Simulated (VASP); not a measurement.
# HfO2 (fluorite type) (Fm-3m) in VASP: a series of runs, part 2 of 3

VASP 6.6.1.

## (4) Single point, PBE

This run uses another cell than the first one, of 11.04 Å³/atom, 1.421 times its volume.

File INCAR:

```
SYSTEM = HfO2
PREC     = Accurate       ! precision mode
ENCUT    = 520            ! plane-wave cutoff, eV
EDIFF    = 1E-7           ! SCF threshold, eV
ISMEAR   = -1             ! smearing method
SIGMA    = 0.05           ! smearing width, eV
LREAL    = .FALSE.        ! projectors in reciprocal space
LASPH    = .TRUE.         ! aspherical terms in the spheres
NELM     = 60             ! most SCF steps
ALGO     = Normal         ! electronic algorithm
ISIF     = 2              ! what is computed and relaxed
LWAVE    = .FALSE.        ! write WAVECAR
LCHARG   = .TRUE.         ! write CHGCAR
GGA      = PE             ! functional
LELF     = .TRUE.         ! ELF
LVHAR    = .TRUE.       
NBANDS   = 18             ! bands
```

File KPOINTS:

```
Automatic mesh
0
G
  11 11 11
  0 0 0
```

File POSCAR:

```
HfO2
1.0
    0.0000000000      2.5487320073      2.5487320073
    2.5487320073      0.0000000000      2.5487320073
    2.5487320073      2.5487320073      0.0000000000
Hf O
1 2
Direct
    0.0000000000      0.0000000000      0.0000000000
    0.2500000000      0.2500000000      0.2500000000
    0.7500000000      0.7500000000      0.7500000000
```

Potentials or basis: VASP PAW PBE potentials, release 64 (Hf_pv, O).

The run is started by

```
> cat potpaw_PBE.64/Hf_pv/POTCAR potpaw_PBE.64/O/POTCAR > POTCAR
> mpirun -np 1 vasp_std > vasp.out
```

OUTCAR:

```text
SYSTEM = HfO2
   PREC = Accurate
   ENCUT = 520
   EDIFF = 1E-7
   ISMEAR = -1
   LREAL = .FALSE.
   LASPH = .TRUE.
   NELM = 60
   ISIF = 2
   GGA = PE

 ion  position               nearest neighbor table
   1  0.000  0.000  0.000-   3 2.21   3 2.21   3 2.21   2 2.21   3 2.21   2 2.21   2 2.21   2 2.21

   2  0.250  0.250  0.250-   1 2.21   1 2.21   1 2.21   1 2.21
   3  0.750  0.750  0.750-   1 2.21   1 2.21   1 2.21   1 2.21

  LATTYP: Found a face centered cubic cell.
 ALAT       =     5.0974640146

  Lattice vectors:

[... 693 lines left out ...]

  FORCE on cell =-STRESS in cart. coord.  units (eV):
  Direction    XX          YY          ZZ          XY          YZ          ZX
  --------------------------------------------------------------------------------------
  -------------------------------------------------------------------------------------
  Total       -0.7467222     -0.7467222     -0.7467222      0.0000000      0.0000000     -0.0000000
  in kB      -36.1299324    -36.1299324    -36.1299324      0.0000000      0.0000000     -0.0000000
  external PRESSURE =     -36.1299324 kB  Pullay stress =       0.0000000 kB

 VOLUME and BASIS-vectors are now :
 -----------------------------------------------------------------------------
  energy-cutoff  :      520.00
  volume of cell :       33.11
      direct lattice vectors                 reciprocal lattice vectors
     0.000000000  2.548732007  2.548732007    -0.196175980  0.196175980  0.196175980
     2.548732007  0.000000000  2.548732007     0.196175980 -0.196175980  0.196175980
     2.548732007  2.548732007  0.000000000     0.196175980  0.196175980 -0.196175980

 POSITION                                       TOTAL-FORCE (eV/Angst)
 -----------------------------------------------------------------------------------
      0.00000      0.00000      0.00000         0.000000      0.000000      0.000000
      1.27437      1.27437      1.27437         0.000000     -0.000000      0.000000
      3.82310      3.82310      3.82310        -0.000000      0.000000     -0.000000
 -----------------------------------------------------------------------------------
    total drift:                                0.000000      0.000000      0.000000

  FREE ENERGIE OF THE ION-ELECTRON SYSTEM (eV)
  ---------------------------------------------------
  free  energy   TOTEN  =       -30.2434018109 eV

  energy  without entropy=      -30.2434018109  energy(sigma->0) =      -30.24340181
```

OSZICAR:

```text
N       E                     dE             d eps       ncg     rms          rms(c)
DAV:   1     0.897655810883E+02    0.89766E+02   -0.12855E+04  2024   0.121E+03
DAV:   2    -0.321277904654E+02   -0.12189E+03   -0.11815E+03  2642   0.286E+02
DAV:   3    -0.360296571424E+02   -0.39019E+01   -0.38888E+01  2392   0.450E+01
DAV:   4    -0.360519021021E+02   -0.22245E-01   -0.22240E-01  2458   0.384E+00
DAV:   5    -0.360520405138E+02   -0.13841E-03   -0.13841E-03  2280   0.280E-01    0.463E+01
DAV:   6    -0.303834666925E+02    0.56686E+01   -0.20513E+01  2060   0.322E+01    0.405E+01
DAV:   7    -0.302836910757E+02    0.99776E-01   -0.68713E-01  2308   0.676E+00    0.287E+01
DAV:   8    -0.302682948076E+02    0.15396E-01   -0.32554E-01  2188   0.517E+00    0.100E+01
DAV:   9    -0.302430915100E+02    0.25203E-01   -0.74325E-02  2116   0.231E+00    0.269E+00
DAV:  10    -0.302433490822E+02   -0.25757E-03   -0.34925E-03  2296   0.450E-01    0.165E-01
DAV:  11    -0.302433864691E+02   -0.37387E-04   -0.18583E-04  2308   0.116E-01    0.215E-01
DAV:  12    -0.302434006192E+02   -0.14150E-04   -0.39386E-05  2220   0.419E-02    0.108E-02
DAV:  13    -0.302434016046E+02   -0.98539E-06   -0.14272E-06  2346   0.889E-03    0.250E-03
DAV:  14    -0.302434018475E+02   -0.24292E-06   -0.20586E-07  2122   0.302E-03    0.347E-03
DAV:  15    -0.302434018109E+02    0.36585E-07   -0.70630E-09  1460   0.575E-04
   1 F= -.30243402E+02 E0= -.30243402E+02  d E =-.144782E-10
```

Wall time 16 s (1 thread of Intel Xeon 6975P-C (Granite Rapids), shared host); peak memory 0.17 GiB.

What came out:

* Free energy: -30.2434 eV
* Pressure: -3.6 GPa
* Band gap on the k mesh: 3.83 eV, indirect (least direct gap 3.91 eV)

Levels at points of the mesh, in eV from the valence-band top:
```
           k point  band 9  band 10  band 11  band 12  band 13  band 14
(0.00, 0.00, 0.00)   -0.57    -0.57    -0.57     3.87     3.87     5.74
```

Caveat: spin-orbit coupling is left out, which moves the levels of the heavy elements.

## (5) Relaxation of cell and atoms, PBE, target pressure 180 GPa, at which the enthalpy is minimised

This run uses another cell than the first one, of 7.73 Å³/atom, 0.995 times its volume.

File INCAR:

```
SYSTEM = HfO2
PREC = Accurate
ENCUT = 600
EDIFF = 1E-6
ISMEAR = -1
SIGMA = 0.05
LREAL = .False.
LASPH = .True.
NELM = 60
ALGO = Normal
ISIF = 3
LWAVE = .False.
LCHARG = .False.
GGA = PE
IBRION = 2
NSW = 60
EDIFFG = -0.005
PSTRESS = 1800.0
```

File KPOINTS:

```
Automatic mesh
0
Gamma
  12 12 12
  0 0 0
```

File POSCAR:

```
HfO2
1.0
    0.0000000000      2.2630293487      2.2630293487
    2.2630293487      0.0000000000      2.2630293487
    2.2630293487      2.2630293487      0.0000000000
Hf O
1 2
Direct
    0.0000000000      0.0000000000      0.0000000000
    0.2500000000      0.2500000000      0.2500000000
    0.7500000000      0.7500000000      0.7500000000
```

Potentials or basis: VASP PAW PBE potentials, release 64 (Hf_pv, O).

The run is started by

```
> cat potpaw_PBE.64/Hf_pv/POTCAR potpaw_PBE.64/O/POTCAR > POTCAR
> mpirun -np 1 vasp_std > vasp.out
```

OUTCAR:

```text
SYSTEM = HfO2
   PREC = Accurate
   ENCUT = 600
   EDIFF = 1E-6
   ISMEAR = -1
   LREAL = .False.
   LASPH = .True.
   NELM = 60
   ISIF = 3
   GGA = PE
   IBRION = 2
   NSW = 60
   EDIFFG = -0.005
   PSTRESS = 1800.0

 ion  position               nearest neighbor table
   1  0.000  0.000  0.000-   3 1.96   3 1.96   3 1.96   2 1.96   3 1.96   2 1.96   2 1.96   2 1.96

   2  0.250  0.250  0.250-   1 1.96   1 1.96   1 1.96   1 1.96
   3  0.750  0.750  0.750-   1 1.96   1 1.96   1 1.96   1 1.96

  LATTYP: Found a face centered cubic cell.
 ALAT       =     4.5260586974

  Lattice vectors:

 A1 = (   0.0000000000,   2.2630293487,   2.2630293487)
 A2 = (   2.2630293487,   0.0000000000,   2.2630293487)
 A3 = (   2.2630293487,   2.2630293487,   0.0000000000)

Analysis of symmetry for initial positions (statically):
=====================================================================
 Subroutine PRICEL returns:
 Original cell was already a primitive cell.

 Routine SETGRP: Setting up the symmetry group for a
 face centered cubic supercell.

 Subroutine GETGRP returns: Found 48 space group operations
 (whereof 48 operations were pure point group operations)
 out of a pool of 48 trial point group operations.

The static configuration has the point symmetry O_h .

Analysis of symmetry for dynamics (positions and initial velocities):
=====================================================================
 Subroutine PRICEL returns:
[... 240 lines left out ...]
 Free energy of the ion-electron system (eV)
  ---------------------------------------------------
  ext. energy  EPLUGINS =         0.00000000
  ---------------------------------------------------
  free energy    TOTEN  =       -26.27214366 eV

  energy without entropy =      -26.27214366  energy(sigma->0) =      -26.27214366

 E-fermi :   8.6595     XC(G=0): -13.7917

 val. band max:        7.6713476527   @ k =   0.5000   0.5000   0.0000
 cond. band min:      12.1659860958   @ k =   0.0000   0.0000   0.0000
 fundamental gap:      4.4946384431
 Fermi energy:         8.6594664009

 k-point     1 :       0.0000    0.0000    0.0000
  band No.  band energies     occupation
      1     -20.6440      2.00000
      2     -20.6440      2.00000
      3     -20.6440      2.00000
      4     -13.4472      2.00000
      5      -8.4784      2.00000
      6      -0.2196      2.00000
      7      -0.2196      2.00000
      8      -0.2196      2.00000
      9       6.8673      2.00000
     10       6.8673      2.00000
     11       6.8673      2.00000
     12      12.1660      0.00000
     13      12.1660      0.00000
     14      16.2632      0.00000
[... 401 lines left out ...]
      2     -21.2677      2.00000
      3     -20.9034      2.00000
      4     -11.0971      2.00000
      5      -8.8495      2.00000
      6       0.9967      2.00000
      7       1.8513      2.00000
      8       2.9071      2.00000
      9       4.8969      2.00000
     10       5.2223      2.00000
     11       6.3403      2.00000
     12      13.2548      0.00000
     13      14.1795      0.00000
     14      18.1602      0.00000
     15      18.9950      0.00000

 [... further k-points ...]

------------------------ aborting loop because EDIFF is reached ----------------------------------------

  FORCE on cell =-STRESS in cart. coord.  units (eV):
  Direction    XX          YY          ZZ          XY          YZ          ZX
  --------------------------------------------------------------------------------------
  -------------------------------------------------------------------------------------
  Total       25.9646708     25.9646708     25.9646708      0.0000000      0.0000000      0.0000000
  in kB     1799.8299173   1799.8299173   1799.8299173      0.0000000      0.0000000      0.0000000
  external PRESSURE =      -0.1700827 kB  Pullay stress =    1800.0000000 kB
[... 22 lines left out ...]
  energy  without entropy=      -26.2721436596  energy(sigma->0) =      -26.27214366

  enthalpy is  TOTEN    =        -0.3050192604 eV   P V=       25.9671243992

 reached required accuracy - stopping structural energy minimisation
```

It took 33 s on 1 thread of Intel Xeon 6975P-C (Granite Rapids), shared host; peak memory 0.18 GiB.

Results:

```
Free energy                                            : -26.2721 eV
Relaxed volume                                         : 7.70 Å³/atom
Relaxed cell                                           : a = 3.197 Å, b = 3.197 Å, c = 3.197 Å, α = 60.00°, β = 60.00°, γ = 60.00°
Space group after relaxing (to 0.05 Å)                 : Fm-3m (No. 225)
Energy change on relaxing (the enthalpy is what falls) : +24.5 meV/atom
Ionic steps                                            : 3
Pressure after relaxing                                : 180.0 GPa
Band gap on the k mesh                                 : 4.49 eV, indirect (least direct gap 4.72 eV)
```

Step by step:
| step | energy change (eV) | largest force (eV/Å) | pressure (GPa) | volume (Å³) |
| --- | --- | --- | --- | --- |
| 1 | 0.0000 | 0.0000 | 177.45 | 23.18 |
| 2 | 0.4753 | 0.0000 | 193.84 | 22.77 |
| 3 | 0.0736 | 0.0000 | 179.98 | 23.11 |

Final structure:
```yaml
crystal:
  lattice:
    - [0.00000, 2.26088, 2.26088]
    - [2.26088, 0.00000, 2.26088]
    - [2.26088, 2.26088, 0.00000]
  atoms:
    - { symbol: Hf, position: [0.00000, 0.00000, 0.00000] }
    - { symbol: O, position: [0.25000, 0.25000, 0.25000] }
    - { symbol: O, position: [0.75000, 0.75000, 0.75000] }
```

Caveat: the cell is relaxed towards a set pressure, so the enthalpy falls and the energy may rise; spin-orbit coupling is left out, which moves the levels of the heavy elements. A k mesh can miss the band edges.

(Part 2 of 3 ends here.)
